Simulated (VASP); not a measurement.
# HfN (R-3m) in VASP: notebook

HfN is run at these levels: LDA; tasks: single point.

Everything below comes from runs of VASP 6.6.1. Logs are shortened: lines on timing, memory, paths and dates and some standing lists are left out, and cuts for length are marked.

### 1 The cell of the first run

It takes space group R-3m (No. 166, trigonal). The conventional cell has a = 3.243 Å, b = 3.243 Å, c = 7.591 Å, α = 90.00°, β = 90.00°, γ = 120.00°. Within 3.0 Å of Hf (site symmetry -3m) lie 6 N at 2.26 Å. N (site symmetry -3m) has 6 Hf at 2.26 Å within 3.0 Å.

### 2 Single point, LDA (equal xy, yz and zx shear strains of -3 %)

File INCAR:

```
SYSTEM = HfN
ALGO = Normal
EDIFF = 1E-7
ENCUT = 520
GGA = CA
ISIF = 2
ISMEAR = -1
LASPH = .True.
LCHARG = .True.
LELF = .True.
LREAL = .False.
LVHAR = .True.
LWAVE = .False.
NBANDS = 14
NELM = 60
PREC = Accurate
SIGMA = 0.03
```

File KPOINTS:

```
k-points
0
Gamma
  10 10 10
  0 0 0
```

File POSCAR:

```
HfN
1.0
   -0.0677700000      2.2251150000      2.2251150000
    2.2251150000     -0.0677700000      2.2251150000
    2.2251150000      2.2251150000     -0.0677700000
Hf N
1 1
Direct
    0.0000000000      0.0000000000      0.0000000000
    0.5000000000      0.5000000000      0.5000000000
```

Potentials or basis: VASP PAW LDA potentials, release 64 (Hf_pv, N).

Run with:

```bash
> cat potpaw_LDA.64/Hf_pv/POTCAR potpaw_LDA.64/N/POTCAR > POTCAR
> mpirun -np 1 vasp_std > vasp.out
```

OUTCAR:

```text
SYSTEM = HfN
   EDIFF = 1E-7
   ENCUT = 520
   GGA = CA
   ISIF = 2
   ISMEAR = -1
   LASPH = .True.
   LREAL = .False.
   NELM = 60
   PREC = Accurate

 ion  position               nearest neighbor table
   1  0.000  0.000  0.000-   2 2.26   2 2.26   2 2.26   2 2.26   2 2.26   2 2.26
   2  0.500  0.500  0.500-   1 2.26   1 2.26   1 2.26   1 2.26   1 2.26   1 2.26

  LATTYP: Found a trigonal (rhomboedric) cell.
 ALAT       =     3.1475174820
 COS(alpha) =     0.4693254694

  Lattice vectors:

 A1 = (  -0.0677700000,   2.2251150000,   2.2251150000)
 A2 = (   2.2251150000,  -0.0677700000,   2.2251150000)
 A3 = (   2.2251150000,   2.2251150000,  -0.0677700000)

Analysis of symmetry for initial positions (statically):
=====================================================================
 Subroutine PRICEL returns:
 Original cell was already a primitive cell.

 Routine SETGRP: Setting up the symmetry group for a
 trigonal (rhombohedral) supercell.

 Subroutine GETGRP returns: Found 12 space group operations
 (whereof 12 operations were pure point group operations)
 out of a pool of 12 trial point group operations.

The static configuration has the point symmetry D_3d.

Analysis of symmetry for dynamics (positions and initial velocities):
=====================================================================
 Subroutine PRICEL returns:
 Original cell was already a primitive cell.

 Routine SETGRP: Setting up the symmetry group for a
 trigonal (rhombohedral) supercell.

 Subroutine GETGRP returns: Found 12 space group operations
 (whereof 12 operations were pure point group operations)
 out of a pool of 12 trial point group operations.

The dynamic configuration has the point symmetry D_3d.

 Subroutine INISYM returns: Found 12 space group operations
 (whereof 12 operations are pure point group operations),
 and found     1 'primitive' translations

----------------------------------------------------------------------------------------

                                     Primitive cell

  volume of cell :      23.0400

  direct lattice vectors                    reciprocal lattice vectors
    -0.067770000  2.225115000  2.225115000    -0.214693734  0.221438039  0.221438039
     2.225115000 -0.067770000  2.225115000     0.221438039 -0.214693734  0.221438039
     2.225115000  2.225115000 -0.067770000     0.221438039  0.221438039 -0.214693734

  length of vectors
     3.147517482  3.147517482  3.147517482     0.379688043  0.379688043  0.379688043

  position of ions in fractional coordinates (direct lattice)
     0.000000000  0.000000000  0.000000000
     0.500000000  0.500000000  0.500000000

  ion indices of the primitive-cell ions
   primitive index   ion index
                 1           1
                 2           2

----------------------------------------------------------------------------------------

 KPOINTS: k-points

Automatic generation of k-mesh.
 Grid dimensions read from file:
 generate k-points for:   10   10   10

 Generating k-lattice:

  Cartesian coordinates                     Fractional coordinates (reciprocal lattice)
    -0.021469373  0.022143804  0.022143804     0.100000000 -0.000000000 -0.000000000
     0.022143804 -0.021469373  0.022143804    -0.000000000  0.100000000 -0.000000000
     0.022143804  0.022143804 -0.021469373    -0.000000000 -0.000000000  0.100000000

  Length of vectors
     0.037968804  0.037968804  0.037968804

  Shift w.r.t. Gamma in fractional coordinates (k-lattice)
     0.000000000  0.000000000  0.000000000

 Subroutine IBZKPT returns following result:
 ===========================================

 Found    116 irreducible k-points:

 Following reciprocal coordinates:
            Coordinates               Weight
  0.000000  0.000000  0.000000      1.000000
  0.100000  0.000000  0.000000      6.000000
  0.200000  0.000000  0.000000      6.000000
  0.300000  0.000000  0.000000      6.000000
  0.400000  0.000000  0.000000      6.000000
  0.500000  0.000000  0.000000      3.000000
[... 16 lines left out ...]
  0.300000  0.300000  0.000000      6.000000
  0.400000  0.300000 -0.000000     12.000000
 [... further k-points ...]
   k-points           NKPTS =    116   k-points in BZ     NKDIM =    116   number of bands    NBANDS=     14
   number of dos      NEDOS =    301   number of ions     NIONS =      2
   total plane-waves  NPLWV =  13824
   dimension x,y,z NGX =    24 NGY =   24 NGZ =   24
   dimension x,y,z NGXF=    48 NGYF=   48 NGZF=   48
   ions per type =               1   1
   NGX,Y,Z   is equivalent  to a cutoff of  12.68, 12.68, 12.68 a.u.
   NGXF,Y,Z  is equivalent  to a cutoff of  25.35, 25.35, 25.35 a.u.
 SYSTEM =  HfN
   PREC   = accura    normal or accurate (medium, high low for compatibility)
   ISTART =      0    job   : 0-new  1-cont  2-samecut
   ICHARG =      2    charge: 1-file 2-atom 10-const
   ISPIN  =      1    spin polarized calculation?
   LNONCOLLINEAR =      F non collinear calculations
   LSORBIT =      F    spin-orbit coupling
   LASPH  =      T    aspherical Exc in radial PAW
   ENCUT  =  520.0 eV  38.22 Ry    6.18 a.u.   5.85  5.85  5.85*2*pi/ulx,y,z
   NELM   =     60;   NELMIN=  2; NELMDL= -5     # of ELM steps
   EDIFF  = 0.1E-06   stopping-criterion for ELM
   LREAL  =      F    real-space projection
   EDIFFG = 0.1E-05   stopping-criterion for IOM
   NSW    =      0    number of steps for IOM
   IBRION =     -1    ionic relax: 0-MD 1-quasi-New 2-CG
   NFREE  =      0    steps in history (QN), initial steepest desc. (CG)
   ISIF   =      2    stress and relaxation
   ISYM   =      2    0-nonsym 1-usesym 2-fastsym
   POTIM  = 0.5000    time-step for ionic-motion
   TEBEG  =    0.0;   TEEND  =   0.0 temperature during run
   PSTRESS=    0.0 pullay stress
   NELECT =      15.0000    total number of electrons
   NUPDOWN=      -1.0000    fix difference up-down
   EMIN   =  10.00;   EMAX   =-10.00  energy-range for DOS
   EFERMI =   0.00;   METHOD = LEGACY
   ISMEAR =    -1;   SIGMA  =   0.03  broadening in eV -4-tet -1-fermi 0-gaus
   EFERMI_NEDOS =   21; number of points for ismear=-14 and -15
   IALGO  =     38    algorithm
   IMIX   =      4    mixing-type and parameters
     AMIX     =   0.40;   BMIX     =  1.00
     AMIX_MAG =   1.60;   BMIX_MAG =  1.00
  volume/ion in A,a.u.               =      11.52        77.74
  Fermi-wavevector in a.u.,A,eV,Ry     =   1.418876  2.681287 27.391369  2.013209
  Thomas-Fermi vector in A             =   2.539955
   LORBIT       =      0    0 simple, 1 ext, 2 COOP (PROOUT), +10 PAW based schemes
   GGA     = CA    functional components
   LHFCALC =     F    Hartree Fock is set to
   AEXX    =    0.0000 exact exchange contribution
   IVDW    =     0    specifies the selected vdW correction
   LEPSILON=     F    determine dielectric tensor
   LRPA    =     F    only Hartree local field effects (RPA)
 non-spin polarized calculation
  energy-cutoff  :      520.00
  volume of cell :       23.04
 maximum number of plane-waves:       632
   NGX = 11   NGY = 11   NGZ = 11

 number of electron      15.0000001 magnetization

 Free energy of the ion-electron system (eV)
  ---------------------------------------------------
  ext. energy  EPLUGINS =         0.00000000
  ---------------------------------------------------
  free energy    TOTEN  =       -23.81419162 eV

  energy without entropy =      -23.81201762  energy(sigma->0) =      -23.81310462

 E-fermi :   8.2299     XC(G=0): -12.9837

 val. band max:        8.2283705548   @ k =   0.1000   0.1000   0.1000
 cond. band min:       8.2316030452   @ k =  -0.4000   0.4000   0.2000
 fundamental gap:      0.0032324904
 Fermi energy:         8.2298956381

 k-point     1 :       0.0000    0.0000    0.0000
  band No.  band energies     occupation
      1     -22.7522      2.00000
      2     -22.7522      2.00000
      3     -22.6983      2.00000
      4      -9.0342      2.00000
      5       5.1823      2.00000
      6       5.1823      2.00000
      7       5.4121      2.00000
      8       7.5523      2.00000
      9       7.5523      2.00000
     10       8.2129      1.27570
     11      10.1420      0.00000
     12      10.1420      0.00000
     13      10.2962      0.00000
     14      17.8815      0.00000

 k-point     2 :       0.1000    0.0000    0.0000
  band No.  band energies     occupation
      1     -22.8481      2.00000
      2     -22.7581      2.00000
      3     -22.7131      2.00000
      4      -8.8032      2.00000
      5       4.2637      2.00000
      6       4.6085      2.00000
      7       4.8695      2.00000
      8       7.8954      1.99997
      9       7.9000      1.99997
     10       8.5316      0.00009
     11      10.8414      0.00000
     12      10.8710      0.00000
     13      10.9467      0.00000
     14      18.5951      0.00000

 k-point     3 :       0.2000    0.0000    0.0000
  band No.  band energies     occupation
      1     -23.1012      2.00000
      2     -22.7735      2.00000
      3     -22.7393      2.00000
      4      -8.1810      2.00000
      5       2.6048      2.00000
      6       3.5876      2.00000
      7       3.9141      2.00000
      8       8.4473      0.00142
      9       8.6958      0.00000
     10       9.2721      0.00000
     11      12.2580      0.00000
     12      12.5323      0.00000
     13      12.5327      0.00000
     14      19.5443      0.00000
[... 324 lines left out ...]
 k-point    23 :       0.3000    0.3000    0.0000
  band No.  band energies     occupation
      1     -23.3187      2.00000
      2     -22.9733      2.00000
      3     -22.9123      2.00000
      4      -7.7110      2.00000
      5       1.4550      2.00000
      6       4.3009      2.00000
      7       4.5150      2.00000
      8       5.2769      2.00000
      9      11.3943      0.00000
     10      12.0221      0.00000
     11      12.1468      0.00000
     12      12.3488      0.00000
     13      17.1894      0.00000
     14      19.5369      0.00000

 k-point    24 :       0.4000    0.3000   -0.0000
  band No.  band energies     occupation
      1     -23.4354      2.00000
      2     -23.0300      2.00000
      3     -22.9426      2.00000
      4      -7.6001      2.00000
      5       1.6675      2.00000
      6       3.5837      2.00000
      7       4.2797      2.00000
      8       5.6876      2.00000
      9      12.2101      0.00000
     10      12.6594      0.00000
     11      12.9624      0.00000
     12      13.0965      0.00000
     13      17.3263      0.00000
     14      19.3880      0.00000

 [... further k-points ...]
[... 5 lines left out ...]
  --------------------------------------------------------------------------------------
  -------------------------------------------------------------------------------------
  Total       -1.4981100     -1.4981100     -1.4981100      0.5542948      0.5542948      0.5542948
  in kB     -104.1769811   -104.1769811   -104.1769811     38.5450720     38.5450720     38.5450720
  external PRESSURE =    -104.1769811 kB  Pullay stress =       0.0000000 kB

 VOLUME and BASIS-vectors are now :
 -----------------------------------------------------------------------------
  energy-cutoff  :      520.00
  volume of cell :       23.04
      direct lattice vectors                 reciprocal lattice vectors
    -0.067770000  2.225115000  2.225115000    -0.214693734  0.221438039  0.221438039
     2.225115000 -0.067770000  2.225115000     0.221438039 -0.214693734  0.221438039
     2.225115000  2.225115000 -0.067770000     0.221438039  0.221438039 -0.214693734

 POSITION                                       TOTAL-FORCE (eV/Angst)
 -----------------------------------------------------------------------------------
      0.00000      0.00000      0.00000         0.000000      0.000000      0.000000
      2.19123      2.19123      2.19123        -0.000000     -0.000000     -0.000000
 -----------------------------------------------------------------------------------
    total drift:                                0.000000     -0.000000     -0.000000

  FREE ENERGIE OF THE ION-ELECTRON SYSTEM (eV)
  ---------------------------------------------------
  free  energy   TOTEN  =       -23.8141916227 eV

  energy  without entropy=      -23.8120176225  energy(sigma->0) =      -23.81310462
```

It took 25 s on 1 thread of Intel Xeon 6975P-C, shared host; peak memory 0.16 GiB.

What came out:

```
Free energy : -23.8142 eV
Pressure    : -10.4 GPa
```

Stress tensor (GPa, compression positive):
```
-10.42   3.85   3.85
  3.85 -10.42   3.85
  3.85   3.85 -10.42
```

Caveat: the cell differs from its parent crystal (equal xy, yz and zx shear strains of -3 %); spin-orbit coupling is left out, which moves the levels of the heavy elements.

(Continued in part 2 of 3.)
